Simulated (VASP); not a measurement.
Here is a VASP 6.6.1 calculation.

INCAR

```
SYSTEM = OsPtC4N4
PREC = Accurate
ENCUT = 600
EDIFF = 1E-7
ISMEAR = 0
SIGMA = 0.01
LREAL = .False.
LASPH = .True.
NELM = 60
ALGO = Normal
ISIF = 3
LWAVE = .False.
LCHARG = .False.
GGA = PE
IBRION = 2
NSW = 100
EDIFFG = -0.01
```

The input KPOINTS:

```
regular mesh
0
Gamma
  6 6 6
  0 0 0
```

Contents of POSCAR:

```
OsPtC4N4
1.0
    5.9133834355      0.0000000000      0.0000000000
    0.0000000000      5.9133834355      0.0000000000
    0.0000000000      0.0000000000      5.9133834355
Os Pt C N
1 1 4 4
Direct
    0.0000000000      0.0000000000      0.0000000000
    0.5000000000      0.5000000000      0.5000000000
    0.1870586971      0.1870586971      0.1870586971
    0.1870586971      0.8129413029      0.8129413029
    0.8129413029      0.1870586971      0.8129413029
    0.8129413029      0.8129413029      0.1870586971
    0.3031765183      0.3031765183      0.3031765183
    0.3031765183      0.6968234817      0.6968234817
    0.6968234817      0.3031765183      0.6968234817
    0.6968234817      0.6968234817      0.3031765183
```

Potentials or basis: VASP PAW PBE potentials, release 64 (Os, Pt, C, N).

The run is started by

```console
$ cat potpaw_PBE.64/Os/POTCAR potpaw_PBE.64/Pt/POTCAR potpaw_PBE.64/C/POTCAR potpaw_PBE.64/N/POTCAR > POTCAR
$ mpirun -np 1 vasp_std > vasp.out
```

(1) What does it give for the relaxed cell?

(2) What does it give for the space group after relaxing (to 0.1 Å)?

(3) Predict the band gap on the k mesh.

Results:

(1) a = 5.918 Å, b = 5.918 Å, c = 5.918 Å, α = 90.00°, β = 90.00°, γ = 90.00°.

(2) P-43m (No. 215).

(3) 0.22 eV (least direct gap 0.44 eV).

Caveat: spin-orbit coupling is left out, which moves the levels of the heavy elements.
